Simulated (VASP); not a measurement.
# BN (P6_3/mmc) in VASP: further runs

The runs below take BN through single point, with PBE.

Everything below comes from runs of VASP 6.6.1. Logs are shortened: lines on timing, memory, paths and dates and some standing lists are left out, and cuts for length are marked.

## Step 1: The cell of the first run

The structure is hexagonal, space group P6_3/mmc (No. 194). The conventional cell has a = 2.512 Å, b = 2.512 Å, c = 8.176 Å, α = 90.00°, β = 90.00°, γ = 120.00°. Within 1.9 Å of B (site symmetry -6m2) lie 3 N at 1.45 Å. Within 1.9 Å of N (site symmetry -6m2) lie 3 B at 1.45 Å.

## Step 2: Single point, PBE (strain along c alone, the other axes held: -2.0 %)

INCAR

```
ALGO     = Normal         # electronic algorithm
EDIFF    = 1E-6           # SCF threshold, eV
ENCUT    = 520            # plane-wave cutoff, eV
GGA      = PE             # functional
ISIF     = 2              # what is computed and relaxed
ISMEAR   = 0              # smearing method
LASPH    = T              # aspherical terms in the spheres
LCHARG   = F              # write CHGCAR
LREAL    = F              # projectors in reciprocal space
LWAVE    = F              # write WAVECAR
NBANDS   = 16             # bands
NELM     = 100            # most SCF steps
PREC     = Accurate       # precision mode
SIGMA    = 0.02           # smearing width, eV
```

KPOINTS

```
k-points
0
Gamma
  12 12 4
```

POSCAR

```
BN
1.0
    2.5121811355      0.0000000000      0.0000000000
   -1.2560905678      2.1756126823      0.0000000000
    0.0000000000      0.0000000000      8.1763003273
B N
2 2
Direct
    0.3333333333      0.6666666667      0.2500000000
    0.6666666667      0.3333333333      0.7500000000
    0.3333333333      0.6666666667      0.7500000000
    0.6666666667      0.3333333333      0.2500000000
```

Potentials or basis: VASP PAW PBE potentials, release 64 (B, N).

Launch:

```bash
> cat potpaw_PBE.64/B/POTCAR potpaw_PBE.64/N/POTCAR > POTCAR
> mpirun -np 1 vasp_std > vasp.out
```

OUTCAR:

```text
EDIFF = 1E-6
   ENCUT = 520
   GGA = PE
   ISIF = 2
   ISMEAR = 0
   LASPH = T
   LREAL = F
   NELM = 100
   PREC = Accurate

 ion  position               nearest neighbor table
   1  0.333  0.667  0.250-   4 1.45   4 1.45   4 1.45
   2  0.667  0.333  0.750-   3 1.45   3 1.45   3 1.45
   3  0.333  0.667  0.750-   2 1.45   2 1.45   2 1.45
   4  0.667  0.333  0.250-   1 1.45   1 1.45   1 1.45

  LATTYP: Found a hexagonal cell.
 ALAT       =     2.5121811355
 C/A-ratio  =     3.2546619397

  Lattice vectors:

 A1 = (   2.5121811355,   0.0000000000,   0.0000000000)
 A2 = (  -1.2560905678,   2.1756126823,   0.0000000000)
 A3 = (   0.0000000000,   0.0000000000,   8.1763003273)

Analysis of symmetry for initial positions (statically):
=====================================================================
 Subroutine PRICEL returns:
 Original cell was already a primitive cell.

 Routine SETGRP: Setting up the symmetry group for a
 hexagonal supercell.

 Subroutine GETGRP returns: Found 24 space group operations
 (whereof 12 operations were pure point group operations)
 out of a pool of 24 trial point group operations.

The static configuration has the point symmetry D_3d.
 The point group associated with its full space group is D_6h.

Analysis of symmetry for dynamics (positions and initial velocities):
=====================================================================
 Subroutine PRICEL returns:
 Original cell was already a primitive cell.

 Routine SETGRP: Setting up the symmetry group for a
 hexagonal supercell.

 Subroutine GETGRP returns: Found 24 space group operations
 (whereof 12 operations were pure point group operations)
 out of a pool of 24 trial point group operations.

The dynamic configuration has the point symmetry D_3d.
 The point group associated with its full space group is D_6h.

 Subroutine INISYM returns: Found 24 space group operations
 (whereof 12 operations are pure point group operations),
 and found     1 'primitive' translations

----------------------------------------------------------------------------------------

                                     Primitive cell

  volume of cell :      44.6878

  direct lattice vectors                    reciprocal lattice vectors
     2.512181136  0.000000000  0.000000000     0.398060469  0.229820319  0.000000000
    -1.256090568  2.175612682  0.000000000     0.000000000  0.459640637  0.000000000
     0.000000000  0.000000000  8.176300327     0.000000000  0.000000000  0.122304705

  length of vectors
     2.512181136  2.512181136  8.176300327     0.459640637  0.459640637  0.122304705

  position of ions in fractional coordinates (direct lattice)
     0.333333333  0.666666667  0.250000000
     0.666666667  0.333333333  0.750000000
     0.333333333  0.666666667  0.750000000
     0.666666667  0.333333333  0.250000000

  ion indices of the primitive-cell ions
   primitive index   ion index
                 1           1
                 2           2
                 3           3
                 4           4

----------------------------------------------------------------------------------------

 KPOINTS: k-points

Automatic generation of k-mesh.
 Grid dimensions read from file:
 generate k-points for:   12   12    4

 Generating k-lattice:

  Cartesian coordinates                     Fractional coordinates (reciprocal lattice)
     0.033171706  0.019151693  0.000000000     0.083333333 -0.000000000  0.000000000
     0.000000000  0.038303386  0.000000000     0.000000000  0.083333333  0.000000000
     0.000000000  0.000000000  0.030576176     0.000000000  0.000000000  0.250000000

  Length of vectors
     0.038303386  0.038303386  0.030576176

  Shift w.r.t. Gamma in fractional coordinates (k-lattice)
     0.000000000  0.000000000  0.000000000

 Subroutine IBZKPT returns following result:
 ===========================================

 Found     57 irreducible k-points:

 Following reciprocal coordinates:
            Coordinates               Weight
  0.000000  0.000000  0.000000      1.000000
  0.083333 -0.000000  0.000000      6.000000
  0.166667  0.000000  0.000000      6.000000
  0.250000  0.000000  0.000000      6.000000
  0.333333 -0.000000  0.000000      6.000000
  0.416667 -0.000000  0.000000      6.000000
[... 16 lines left out ...]
  0.250000  0.000000  0.250000     12.000000
  0.333333 -0.000000  0.250000     12.000000
 [... further k-points ...]
   k-points           NKPTS =     57   k-points in BZ     NKDIM =     57   number of bands    NBANDS=     16
   number of dos      NEDOS =    301   number of ions     NIONS =      4
   total plane-waves  NPLWV =  25600
   dimension x,y,z NGX =    20 NGY =   20 NGZ =   64
   dimension x,y,z NGXF=    40 NGYF=   40 NGZF=  128
   ions per type =               2   2
   NGX,Y,Z   is equivalent  to a cutoff of  13.24, 13.24, 13.01 a.u.
   NGXF,Y,Z  is equivalent  to a cutoff of  26.47, 26.47, 26.03 a.u.
 SYSTEM =  unknown system
   PREC   = accura    normal or accurate (medium, high low for compatibility)
   ISTART =      0    job   : 0-new  1-cont  2-samecut
   ICHARG =      2    charge: 1-file 2-atom 10-const
   ISPIN  =      1    spin polarized calculation?
   LNONCOLLINEAR =      F non collinear calculations
   LSORBIT =      F    spin-orbit coupling
   LASPH  =      T    aspherical Exc in radial PAW
   ENCUT  =  520.0 eV  38.22 Ry    6.18 a.u.   4.67  4.67 15.20*2*pi/ulx,y,z
   NELM   =    100;   NELMIN=  2; NELMDL= -5     # of ELM steps
   EDIFF  = 0.1E-05   stopping-criterion for ELM
   LREAL  =      F    real-space projection
   EDIFFG = 0.1E-04   stopping-criterion for IOM
   NSW    =      0    number of steps for IOM
   IBRION =     -1    ionic relax: 0-MD 1-quasi-New 2-CG
   NFREE  =      0    steps in history (QN), initial steepest desc. (CG)
   ISIF   =      2    stress and relaxation
   ISYM   =      2    0-nonsym 1-usesym 2-fastsym
   POTIM  = 0.5000    time-step for ionic-motion
   TEBEG  =    0.0;   TEEND  =   0.0 temperature during run
   PSTRESS=    0.0 pullay stress
   NELECT =      16.0000    total number of electrons
   NUPDOWN=      -1.0000    fix difference up-down
   EMIN   =  10.00;   EMAX   =-10.00  energy-range for DOS
   EFERMI =   0.00;   METHOD = LEGACY
   ISMEAR =     0;   SIGMA  =   0.02  broadening in eV -4-tet -1-fermi 0-gaus
   EFERMI_NEDOS =   21; number of points for ismear=-14 and -15
   IALGO  =     38    algorithm
   IMIX   =      4    mixing-type and parameters
     AMIX     =   0.40;   BMIX     =  1.00
     AMIX_MAG =   1.60;   BMIX_MAG =  1.00
  volume/ion in A,a.u.               =      11.17        75.39
  Fermi-wavevector in a.u.,A,eV,Ry     =   1.162479  2.196766 18.386327  1.351357
  Thomas-Fermi vector in A             =   2.299039
   LORBIT       =      0    0 simple, 1 ext, 2 COOP (PROOUT), +10 PAW based schemes
   GGA     = PE    functional components
   LHFCALC =     F    Hartree Fock is set to
   AEXX    =    0.0000 exact exchange contribution
   IVDW    =     0    specifies the selected vdW correction
   LEPSILON=     F    determine dielectric tensor
   LRPA    =     F    only Hartree local field effects (RPA)
 non-spin polarized calculation
 Gauss-broadening in eV      SIGMA  =   0.02
  energy-cutoff  :      520.00
  volume of cell :       44.69
 maximum number of plane-waves:      1222
 NGX is ok and might be reduce to    20
   NGX =  9   NGY =  9   NGZ = 31

 number of electron      16.0000000 magnetization

 Free energy of the ion-electron system (eV)
  ---------------------------------------------------
  ext. energy  EPLUGINS =         0.00000000
  ---------------------------------------------------
  free energy    TOTEN  =       -35.20676786 eV

  energy without entropy =      -35.20676786  energy(sigma->0) =      -35.20676786

 E-fermi :   0.9003     XC(G=0):  -8.7048

 val. band max:        0.7328640982   @ k =   0.3333   0.3333   0.5000
 cond. band min:       5.1737704345   @ k =   0.0000   0.0000   0.0000
 fundamental gap:      4.4409063364
 Fermi energy:         0.9003083670

 k-point     1 :       0.0000    0.0000    0.0000
  band No.  band energies     occupation
      1     -16.9014      2.00000
      2     -16.8520      2.00000
      3      -4.7943      2.00000
      4      -4.1108      2.00000
      5      -0.6167      2.00000
      6      -0.6167      2.00000
[... 8 lines left out ...]
     15      12.2559      0.00000
     16      13.1653      0.00000

 k-point     2 :       0.0833   -0.0000    0.0000
  band No.  band energies     occupation
      1     -16.7684      2.00000
      2     -16.7198      2.00000
      3      -4.6126      2.00000
      4      -3.9371      2.00000
      5      -1.1735      2.00000
      6      -1.1712      2.00000
[... 8 lines left out ...]
     15      12.8239      0.00000
     16      12.8425      0.00000

 k-point     3 :       0.1667    0.0000    0.0000
  band No.  band energies     occupation
      1     -16.3763      2.00000
      2     -16.3305      2.00000
      3      -4.0753      2.00000
      4      -3.4249      2.00000
      5      -2.5793      2.00000
      6      -2.5732      2.00000
[... 8 lines left out ...]
     15      13.6877      0.00000
     16      14.4165      0.00000

 k-point     4 :       0.2500    0.0000    0.0000
  band No.  band energies     occupation
      1     -15.7526      2.00000
      2     -15.7119      2.00000
      3      -4.3551      2.00000
      4      -4.3497      2.00000
      5      -3.2103      2.00000
      6      -2.6066      2.00000
[... 8 lines left out ...]
     15      14.1090      0.00000
     16      16.6691      0.00000
[... 324 lines left out ...]
 k-point    22 :       0.1667    0.0000    0.2500
  band No.  band energies     occupation
      1     -16.3697      2.00000
      2     -16.3374      2.00000
      3      -3.9893      2.00000
      4      -3.5313      2.00000
      5      -2.5769      2.00000
      6      -2.5731      2.00000
[... 8 lines left out ...]
     15      14.4193      0.00000
     16      14.4332      0.00000

 k-point    23 :       0.2500    0.0000    0.2500
  band No.  band energies     occupation
      1     -15.7467      2.00000
      2     -15.7179      2.00000
      3      -4.3549      2.00000
      4      -4.3512      2.00000
      5      -3.1281      2.00000
      6      -2.7024      2.00000
[... 8 lines left out ...]
     15      15.2060      0.00000
     16      16.6680      0.00000

 k-point    24 :       0.3333   -0.0000    0.2500
  band No.  band energies     occupation
      1     -14.9611      2.00000
      2     -14.9376      2.00000
      3      -6.1226      2.00000
      4      -6.1169      2.00000
      5      -2.8392      2.00000
      6      -2.8343      2.00000
[... 8 lines left out ...]
     15      16.1718      0.00000
     16      18.2915      0.00000

 [... further k-points ...]

------------------------ aborting loop because EDIFF is reached ----------------------------------------

  FORCE on cell =-STRESS in cart. coord.  units (eV):
  Direction    XX          YY          ZZ          XY          YZ          ZX
  --------------------------------------------------------------------------------------
  -------------------------------------------------------------------------------------
  Total        0.0359792      0.0359792     -0.0051648     -0.0000000      0.0000000      0.0000000
  in kB        1.2899479      1.2899479     -0.1851718     -0.0000000      0.0000000      0.0000000
  external PRESSURE =       0.7982413 kB  Pullay stress =       0.0000000 kB

 VOLUME and BASIS-vectors are now :
 -----------------------------------------------------------------------------
  energy-cutoff  :      520.00
  volume of cell :       44.69
      direct lattice vectors                 reciprocal lattice vectors
     2.512181136  0.000000000  0.000000000     0.398060469  0.229820319  0.000000000
    -1.256090568  2.175612682  0.000000000     0.000000000  0.459640637  0.000000000
     0.000000000  0.000000000  8.176300327     0.000000000  0.000000000  0.122304705

 POSITION                                       TOTAL-FORCE (eV/Angst)
 -----------------------------------------------------------------------------------
     -0.00000      1.45041      2.04408         0.000000     -0.000000      0.000000
      1.25609      0.72520      6.13223        -0.000000      0.000000      0.000000
     -0.00000      1.45041      6.13223         0.000000     -0.000000      0.000000
      1.25609      0.72520      2.04408        -0.000000     -0.000000      0.000000
 -----------------------------------------------------------------------------------
    total drift:                               -0.000000      0.000000     -0.000000

  FREE ENERGIE OF THE ION-ELECTRON SYSTEM (eV)
  ---------------------------------------------------
  free  energy   TOTEN  =       -35.2067678593 eV

  energy  without entropy=      -35.2067678593  energy(sigma->0) =      -35.20676786
```

Wall time 58 s (1 thread of Intel Xeon 8259CL, shared host); peak memory 0.18 GiB.

Results:

* Free energy: -35.2068 eV
* Pressure: 0.1 GPa
* Band gap on the k mesh: 4.44 eV (least direct gap 4.65 eV)

Caveat: the cell differs from its parent crystal (strain along c alone, the other axes held: -2.0 %); this functional lacks dispersion, which binds the layers, so the pressure and a relaxed spacing across them are unreliable.

## Step 3: Single point, PBE (strain along c alone, the other axes held: +2.0 %)

INCAR

```
PREC     = Accurate       # precision mode
ENCUT    = 520            # plane-wave cutoff, eV
EDIFF    = 1E-7           # SCF threshold, eV
ISMEAR   = 0              # smearing method
SIGMA    = 0.02           # smearing width, eV
LREAL    = False          # projectors in reciprocal space
LASPH    = True           # aspherical terms in the spheres
NELM     = 100            # most SCF steps
ALGO     = Normal         # electronic algorithm
ISIF     = 2              # what is computed and relaxed
LWAVE    = False          # write WAVECAR
LCHARG   = False          # write CHGCAR
GGA      = PE             # functional
NBANDS   = 16             # bands
```

KPOINTS

```
Automatic mesh
0
Gamma
  12 12 4
```

Changes to POSCAR since step 2:

```diff
@@ -4,3 +4,3 @@
    -1.2560905678      2.1756126823      0.0000000000
-    0.0000000000      0.0000000000      8.1763003273
+    0.0000000000      0.0000000000      8.5100268713
 B N
```

Potentials or basis: VASP PAW PBE potentials, release 64 (B, N).

Launch:

```bash
> cat potpaw_PBE.64/B/POTCAR potpaw_PBE.64/N/POTCAR > POTCAR
> mpirun -np 1 vasp_std > vasp.out
```

Run time: 68 s. Hardware: 1 thread of Intel Xeon 8259CL, shared host; peak memory 0.18 GiB.

Results (log left out):

| Quantity | Value |
| --- | --- |
| Free energy | -35.2074 eV |
| Pressure | 0.0 GPa |
| Band gap on the k mesh | 4.36 eV (least direct gap 4.66 eV) |

Stress tensor (GPa, compression positive):
```
 0.12  0.00  0.00
 0.00  0.12  0.00
 0.00  0.00 -0.11
```

Levels at points of the mesh, in eV from the valence-band top:
| k point | band 4 | band 5 | band 6 | band 7 | band 8 | band 9 | band 10 | band 11 | band 12 | band 13 |
| --- | --- | --- | --- | --- | --- | --- | --- | --- | --- | --- |
| (0.00, 0.00, 0.00) | -4.92 | -1.35 | -1.35 | -1.35 | -1.35 | 4.36 | 7.58 | 9.84 | 11.51 | 11.51 |
| (0.50, 0.00, 0.00) | -8.85 | -4.12 | -4.12 | -1.00 | -0.80 | 4.60 | 4.99 | 9.43 | 9.85 | 12.06 |
| (0.00, 0.00, 0.50) | -5.20 | -1.35 | -1.35 | -1.35 | -1.35 | 5.58 | 5.58 | 11.49 | 11.49 | 11.51 |
| (0.50, 0.00, 0.50) | -8.85 | -4.12 | -4.12 | -0.90 | -0.90 | 4.77 | 4.77 | 9.69 | 9.69 | 12.62 |

Caveat: the cell differs from its parent crystal (strain along c alone, the other axes held: +2.0 %); this functional lacks dispersion, which binds the layers, so the pressure and a relaxed spacing across them are unreliable. A k mesh can miss the band edges.
